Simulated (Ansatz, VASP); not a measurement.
## As in VASP and in Ansatz

Contents of INCAR:

```
PREC = Accurate
ENCUT = 520
EDIFF = 1E-7
ISMEAR = 0
SIGMA = 0.02
LREAL = F
LASPH = T
NELM = 60
ALGO = Normal
ISIF = 2
LWAVE = F
LCHARG = F
LDIPOL = T
IDIPOL = 3
DIPOL = 0.5 0.5 0.500
GGA = PE
IVDW = 12
NBANDS = 12
```

The input KPOINTS:

```
regular mesh
0
Gamma
  9 9 1
```

The input POSCAR:

```
As
1.0
    3.5210000000      0.0000000000      0.0000000000
   -1.7605000000      3.0492754467      0.0000000000
    0.0000000000      0.0000000000     28.5742413766
As
2
Direct
    0.3333333333      0.6666666667      0.4685555956
    0.6666666667      0.3333333333      0.5314444044
```

Input for Ansatz:

```yaml
crystal:
  lattice:
    - [3.521, 0.0, 0.0]
    - [-1.7605, 3.0492754467, 0.0]
    - [0.0, 0.0, 28.5742413766]
  atoms:
    - { symbol: As, position: [0.3333333333, 0.6666666667, 0.4685555956] }
    - { symbol: As, position: [0.6666666667, 0.3333333333, 0.5314444044] }
  periodic: [true, true, false]
basis:
  ecutwfc: 420
kpoints:
  mp_grid: { grid: [9, 9, 1] }
hamiltonian:
  xc: pbe
  dispersion: d3bj
scf:
  occupations: { method: gaussian, width: 0.02 }
output:
  forces: true
  stress: true
  eigenvalues: true
  write_density: true
  write_potential: true
  elf: true
  volumetric_format: npy
```

Alike in both runs: task single point; functional PBE; dispersion D3(BJ); k mesh 9 × 9 × 1; occupations gaussian, width 0.02 eV; no spin polarisation.

|  | VASP | Ansatz |
| --- | --- | --- |
| version | VASP 6.6.1 | Ansatz 0.2.0 |
| potentials or method | VASP PAW PBE potentials, release 64 (As), cutoff 520 eV | scalar-relativistic, plane waves, PAW |
| valence electrons in the cell | 10 | 30 |

VASP gave:

```
gap on the k mesh at the Fermi level (eV) : none
rms of the force components (eV/Å)        : 1.617
```

Problem. Estimate Ansatz's values.

Solution. gap on the k mesh at the Fermi level (eV): none; rms of the force components (eV/Å): 1.626.

Atom by atom the forces differ by 0.009 eV/Å (rms over components). A gap of «none» marks a metal or a gap that the smearing closes. VASP's potentials hold 10 valence electrons a cell and Ansatz's 30, so a difference there can come from the potentials and not from the codes. Ansatz's warnings: xc potential rough in thin density.
